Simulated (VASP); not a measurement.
# InSe (P6_3/mmc) in VASP: a series of runs, part 2 of 2

VASP 6.6.1. Earlier steps stand in the parts before.

## 5. Relaxation of shape and atoms at fixed volume, PBE+D3(BJ) (26.84 Å³/atom)

This run uses another cell than the first one, of 26.84 Å³/atom.

INCAR reads:

```
SYSTEM = InSe
ALGO = Normal
EDIFF = 1E-6
EDIFFG = -0.01
ENCUT = 600
GGA = PE
IBRION = 2
ISIF = 4
ISMEAR = 0
IVDW = 12
LASPH = .True.
LCHARG = .False.
LREAL = .False.
LWAVE = .False.
NELM = 80
NSW = 50
PREC = Accurate
SIGMA = 0.02
```

KPOINTS reads:

```
k-points
0
Gamma
  12 12 2
  0 0 0
```

POSCAR reads:

```
InSe
1.0
    3.9213111364      0.0000000000      0.0000000000
   -1.9606555682      3.3959550603      0.0000000000
    0.0000000000      0.0000000000     16.1252356226
In Se
4 4
Direct
    0.3333333333      0.6666666667      0.1653391801
    0.6666666667      0.3333333333      0.6653391801
    0.3333333333      0.6666666667      0.3346608199
    0.6666666667      0.3333333333      0.8346608199
    0.3333333333      0.6666666667      0.5852046391
    0.6666666667      0.3333333333      0.0852046391
    0.3333333333      0.6666666667      0.9147953609
    0.6666666667      0.3333333333      0.4147953609
```

Potentials or basis: VASP PAW PBE potentials, release 64 (In_d, Se).

Started as:

```bash
$ cat potpaw_PBE.64/In_d/POTCAR potpaw_PBE.64/Se/POTCAR > POTCAR
$ mpirun -np 1 vasp_std > vasp.out
```

OUTCAR:

```text
SYSTEM = InSe
   EDIFF = 1E-6
   EDIFFG = -0.01
   ENCUT = 600
   GGA = PE
   IBRION = 2
   ISIF = 4
   ISMEAR = 0
   IVDW = 12
   LASPH = .True.
   LREAL = .False.
   NELM = 80
   NSW = 50
   PREC = Accurate
 IVDW          = 12

 ion  position               nearest neighbor table
   1  0.333  0.667  0.165-   6 2.61   6 2.61   6 2.61   3 2.73
   2  0.667  0.333  0.665-   5 2.61   5 2.61   5 2.61   4 2.73
   3  0.333  0.667  0.335-   8 2.61   8 2.61   8 2.61   1 2.73
   4  0.667  0.333  0.835-   7 2.61   7 2.61   7 2.61   2 2.73
   5  0.333  0.667  0.585-   2 2.61   2 2.61   2 2.61
   6  0.667  0.333  0.085-   1 2.61   1 2.61   1 2.61
   7  0.333  0.667  0.915-   4 2.61   4 2.61   4 2.61
   8  0.667  0.333  0.415-   3 2.61   3 2.61   3 2.61

  LATTYP: Found a hexagonal cell.
 ALAT       =     3.9213111364
 C/A-ratio  =     4.1122050920

  Lattice vectors:

 A1 = (   3.9213111364,   0.0000000000,   0.0000000000)
 A2 = (  -1.9606555682,   3.3959550603,   0.0000000000)
 A3 = (   0.0000000000,   0.0000000000,  16.1252356226)

Analysis of symmetry for initial positions (statically):
=====================================================================
 Subroutine PRICEL returns:
 Original cell was already a primitive cell.

 Routine SETGRP: Setting up the symmetry group for a
 hexagonal supercell.

 Subroutine GETGRP returns: Found 24 space group operations
 (whereof 12 operations were pure point group operations)
 out of a pool of 24 trial point group operations.

The static configuration has the point symmetry D_3d.
 The point group associated with its full space group is D_6h.

Analysis of symmetry for dynamics (positions and initial velocities):
=====================================================================
 Subroutine PRICEL returns:
 Original cell was already a primitive cell.

 Routine SETGRP: Setting up the symmetry group for a
 hexagonal supercell.

 Subroutine GETGRP returns: Found 24 space group operations
 (whereof 12 operations were pure point group operations)
 out of a pool of 24 trial point group operations.

The dynamic configuration has the point symmetry D_3d.
 The point group associated with its full space group is D_6h.

 Subroutine INISYM returns: Found 24 space group operations
 (whereof 12 operations are pure point group operations),
 and found     1 'primitive' translations

----------------------------------------------------------------------------------------

                                     Primitive cell

  volume of cell :     214.7333

  direct lattice vectors                    reciprocal lattice vectors
     3.921311136  0.000000000  0.000000000     0.255016744  0.147233986  0.000000000
    -1.960655568  3.395955060  0.000000000     0.000000000  0.294467972  0.000000000
     0.000000000  0.000000000 16.125235623     0.000000000  0.000000000  0.062014598

  length of vectors
     3.921311136  3.921311136 16.125235623     0.294467972  0.294467972  0.062014598

  position of ions in fractional coordinates (direct lattice)
     0.333333333  0.666666667  0.165339180
     0.666666667  0.333333333  0.665339180
     0.333333333  0.666666667  0.334660820
     0.666666667  0.333333333  0.834660820
     0.333333333  0.666666667  0.585204639
     0.666666667  0.333333333  0.085204639
     0.333333333  0.666666667  0.914795361
     0.666666667  0.333333333  0.414795361

  ion indices of the primitive-cell ions
   primitive index   ion index
                 1           1
                 2           2
                 3           3
                 4           4
                 5           5
                 6           6
                 7           7
                 8           8

----------------------------------------------------------------------------------------

 KPOINTS: k-points

Automatic generation of k-mesh.
 Grid dimensions read from file:
 generate k-points for:   12   12    2

 Generating k-lattice:

  Cartesian coordinates                     Fractional coordinates (reciprocal lattice)
     0.021251395  0.012269499  0.000000000     0.083333333  0.000000000  0.000000000
     0.000000000  0.024538998  0.000000000     0.000000000  0.083333333  0.000000000
     0.000000000  0.000000000  0.031007299     0.000000000  0.000000000  0.500000000

  Length of vectors
     0.024538998  0.024538998  0.031007299

  Shift w.r.t. Gamma in fractional coordinates (k-lattice)
     0.000000000  0.000000000  0.000000000

 Subroutine IBZKPT returns following result:
 ===========================================

 Found     38 irreducible k-points:

 Following reciprocal coordinates:
            Coordinates               Weight
  0.000000  0.000000  0.000000      1.000000
  0.083333  0.000000  0.000000      6.000000
  0.166667 -0.000000  0.000000      6.000000
  0.250000  0.000000  0.000000      6.000000
  0.333333 -0.000000  0.000000      6.000000
  0.416667  0.000000  0.000000      6.000000
[... 16 lines left out ...]
  0.250000  0.000000  0.500000      6.000000
  0.333333 -0.000000  0.500000      6.000000
 [... further k-points ...]
   k-points           NKPTS =     38   k-points in BZ     NKDIM =     38   number of bands    NBANDS=     45
   number of dos      NEDOS =    301   number of ions     NIONS =      8
   total plane-waves  NPLWV = 143360
   dimension x,y,z NGX =    32 NGY =   32 NGZ =  140
   dimension x,y,z NGXF=    64 NGYF=   64 NGZF=  280
   ions per type =               4   4
   NGX,Y,Z   is equivalent  to a cutoff of  13.57, 13.57, 14.43 a.u.
   NGXF,Y,Z  is equivalent  to a cutoff of  27.13, 27.13, 28.87 a.u.
 SYSTEM =  InSe
   PREC   = accura    normal or accurate (medium, high low for compatibility)
   ISTART =      0    job   : 0-new  1-cont  2-samecut
   ICHARG =      2    charge: 1-file 2-atom 10-const
   ISPIN  =      1    spin polarized calculation?
   LNONCOLLINEAR =      F non collinear calculations
   LSORBIT =      F    spin-orbit coupling
   LASPH  =      T    aspherical Exc in radial PAW
   ENCUT  =  600.0 eV  44.10 Ry    6.64 a.u.   7.83  7.83 32.21*2*pi/ulx,y,z
   NELM   =     80;   NELMIN=  2; NELMDL= -5     # of ELM steps
   EDIFF  = 0.1E-05   stopping-criterion for ELM
   LREAL  =      F    real-space projection
   EDIFFG = -.1E-01   stopping-criterion for IOM
   NSW    =     50    number of steps for IOM
   IBRION =      2    ionic relax: 0-MD 1-quasi-New 2-CG
   NFREE  =      1    steps in history (QN), initial steepest desc. (CG)
   ISIF   =      4    stress and relaxation
   ISYM   =      2    0-nonsym 1-usesym 2-fastsym
   POTIM  = 0.5000    time-step for ionic-motion
   TEBEG  =    0.0;   TEEND  =   0.0 temperature during run
   PSTRESS=    0.0 pullay stress
   NELECT =      76.0000    total number of electrons
   NUPDOWN=      -1.0000    fix difference up-down
   EMIN   =  10.00;   EMAX   =-10.00  energy-range for DOS
   EFERMI =   0.00;   METHOD = LEGACY
   ISMEAR =     0;   SIGMA  =   0.02  broadening in eV -4-tet -1-fermi 0-gaus
   EFERMI_NEDOS =   21; number of points for ismear=-14 and -15
   IALGO  =     38    algorithm
   IMIX   =      4    mixing-type and parameters
     AMIX     =   0.40;   BMIX     =  1.00
     AMIX_MAG =   1.60;   BMIX_MAG =  1.00
  volume/ion in A,a.u.               =      26.84       181.14
  Fermi-wavevector in a.u.,A,eV,Ry     =   1.158012  2.188325 18.245290  1.340991
  Thomas-Fermi vector in A             =   2.294618
   LORBIT       =      0    0 simple, 1 ext, 2 COOP (PROOUT), +10 PAW based schemes
   GGA     = PE    functional components
   LHFCALC =     F    Hartree Fock is set to
   AEXX    =    0.0000 exact exchange contribution
   IVDW    =    12    specifies the selected vdW correction
   LEPSILON=     F    determine dielectric tensor
   LRPA    =     F    only Hartree local field effects (RPA)
 conjugate gradient relaxation of ions
 non-spin polarized calculation
 Gauss-broadening in eV      SIGMA  =   0.02
  energy-cutoff  :      600.00
  volume of cell :      214.73
 maximum number of plane-waves:      7194
 NGX is ok and might be reduce to    32
   NGX = 15   NGY = 15   NGZ = 65

--------------------------------------- Ionic step        1  -------------------------------------------

 number of electron      75.9999996 magnetization

 Free energy of the ion-electron system (eV)
  ---------------------------------------------------
  ext. energy  EPLUGINS =         0.00000000
  ---------------------------------------------------
  free energy    TOTEN  =       -27.83680185 eV

  energy without entropy =      -27.83680185  energy(sigma->0) =      -27.83680185

------------------------ aborting loop because EDIFF is reached ----------------------------------------

 Edisp (eV)   -2.63271

 E8    (eV) :    -1.2072
[... 313 lines left out ...]
--------------------------------------- Ionic step        8  -------------------------------------------

 number of electron      75.9999992 magnetization

 Free energy of the ion-electron system (eV)
  ---------------------------------------------------
  ext. energy  EPLUGINS =         0.00000000
  ---------------------------------------------------
  free energy    TOTEN  =       -27.85144587 eV

  energy without entropy =      -27.85144587  energy(sigma->0) =      -27.85144587

 E-fermi :   5.0273     XC(G=0):  -9.3463

 val. band max:        4.9344465021   @ k =   0.0833   0.0000   0.0000
 cond. band min:       5.5383541387   @ k =   0.0000   0.0000   0.0000
 fundamental gap:      0.6039076366
 Fermi energy:         5.0272785040

 k-point     1 :       0.0000    0.0000    0.0000
  band No.  band energies     occupation
      1      -9.9682      2.00000
      2      -9.9665      2.00000
      3      -9.7541      2.00000
      4      -9.7541      2.00000
      5      -9.7532      2.00000
      6      -9.7532      2.00000
[... 1141 lines left out ...]
     44       8.8777      0.00000
     45       9.0980      0.00000

 [... further k-points ...]

------------------------ aborting loop because EDIFF is reached ----------------------------------------

 Edisp (eV)   -2.63460

 E8    (eV) :    -1.2079
[... 31 lines left out ...]
  FREE ENERGIE OF THE ION-ELECTRON SYSTEM (eV)
  ---------------------------------------------------
  free  energy   TOTEN  =       -30.4860450113 eV

  energy  without entropy=      -30.4860450113  energy(sigma->0) =      -30.48604501

 reached required accuracy - stopping structural energy minimisation
```

Wall time 37 min (1 thread of AMD EPYC 9755, shared host); peak memory 0.59 GiB.

Results:

* Free energy: -30.4860 eV
* Energy gained by relaxing: 2.1 meV/atom
* Ionic steps: 8
* Pressure after relaxing: 3.5 GPa
* Largest force after relaxing: 0.008 eV/Å
* Band gap on the k mesh: 0.60 eV (least direct gap 0.62 eV)
* Dispersion energy per atom: -0.329 eV

Forces on the atoms (eV/Å):
```
In   0.000  0.000  0.008
In   0.000  0.000  0.008
In   0.000  0.000 -0.008
In   0.000  0.000 -0.008
Se   0.000  0.000 -0.008
Se   0.000  0.000 -0.008
Se   0.000  0.000  0.008
Se   0.000  0.000  0.008
```

The path:
| step | energy change (eV) | largest force (eV/Å) | pressure (GPa) | volume (Å³) |
| --- | --- | --- | --- | --- |
| 1 | 0.0000 | 0.2635 | 4.23 | 214.73 |
| 2 | -0.0106 | 0.1072 | 3.86 | 214.73 |
| 3 | -0.0110 | 0.1277 | 3.77 | 214.73 |
| 4 | -0.0149 | 0.0537 | 3.62 | 214.73 |
| 5 | -0.0152 | 0.0292 | 3.56 | 214.73 |
| 6 | -0.0158 | 0.0192 | 3.55 | 214.73 |
| 7 | -0.0165 | 0.0101 | 3.53 | 214.73 |
| 8 | -0.0165 | 0.0079 | 3.53 | 214.73 |

Final structure:
```cif
data_structure
_symmetry_space_group_name_H-M 'P 1'
_symmetry_Int_Tables_number 1
_cell_length_a 3.9214
_cell_length_b 3.9214
_cell_length_c 16.1242
_cell_angle_alpha 90.000
_cell_angle_beta 90.000
_cell_angle_gamma 120.000
_cell_volume 214.73
loop_
_atom_site_label
_atom_site_type_symbol
_atom_site_fract_x
_atom_site_fract_y
_atom_site_fract_z
_atom_site_occupancy
In1 In 0.33333 0.66667 0.16510 1
In2 In 0.66667 0.33333 0.66510 1
In3 In 0.33333 0.66667 0.33490 1
In4 In 0.66667 0.33333 0.83490 1
Se1 Se 0.33333 0.66667 0.58316 1
Se2 Se 0.66667 0.33333 0.08316 1
Se3 Se 0.33333 0.66667 0.91684 1
Se4 Se 0.66667 0.33333 0.41684 1
```

Levels at points of the mesh, in eV from the valence-band top:
| k point | band 36 | band 37 | band 38 | band 39 | band 40 | band 41 |
| --- | --- | --- | --- | --- | --- | --- |
| (0.00, 0.00, 0.00) | -0.94 | -0.94 | -0.02 | 0.60 | 2.33 | 2.45 |
| (0.50, 0.00, 0.00) | -2.08 | -1.87 | -1.37 | 1.04 | 1.05 | 2.05 |
| (0.00, 0.00, 0.50) | -0.97 | -0.97 | -0.97 | 1.58 | 1.58 | 2.53 |
| (0.50, 0.00, 0.50) | -1.96 | -1.87 | -1.87 | 1.40 | 1.40 | 1.67 |

Caveat: semilocal functionals underestimate gaps, and a narrow one can read as zero; spin-orbit coupling is left out, which moves the levels of the heavy elements.

## 6. The runs side by side

| task | cell | cutoff (eV) | gap on the mesh (eV) | pressure (GPa) | largest force (eV/Å) |
| --- | --- | --- | --- | --- | --- |
| single point | a = 4.000, b = 4.000, c = 16.516 Å, angles 90.0, 90.0, 120.0°, 8 atoms, atomic positions A | 520 | 0.40 | 0.9 | 0.02 |
| single point | a = 4.032, b = 4.032, c = 16.762 Å, angles 90.0, 90.0, 120.0°, 8 atoms, atomic positions B | 520 | 0.36 | 0.0 | 0.02 |
| relaxation of shape and atoms at fixed volume | relaxed from a = 3.991, b = 3.991, c = 16.593 Å, angles 90.0, 90.0, 120.0°, 8 atoms, atomic positions B | 600 | 0.41 | 0.9 | - |
| relaxation of shape and atoms at fixed volume | relaxed from a = 3.921, b = 3.921, c = 16.125 Å, angles 90.0, 90.0, 120.0°, 8 atoms, atomic positions C | 600 | 0.60 | 3.5 | 0.01 |

Alike in all rows: level PBE+D3(BJ); potentials or basis VASP PAW PBE potentials, release 64 (In_d, Se); no spin polarisation; k mesh 12 × 12 × 2; smearing gaussian 0.02 eV.

Caveats: semilocal functionals underestimate gaps, and a narrow one can read as zero; spin-orbit coupling is left out, which moves the levels of the heavy elements.

Total energies depend on the potentials used, so only differences within one code and one set of settings carry meaning.
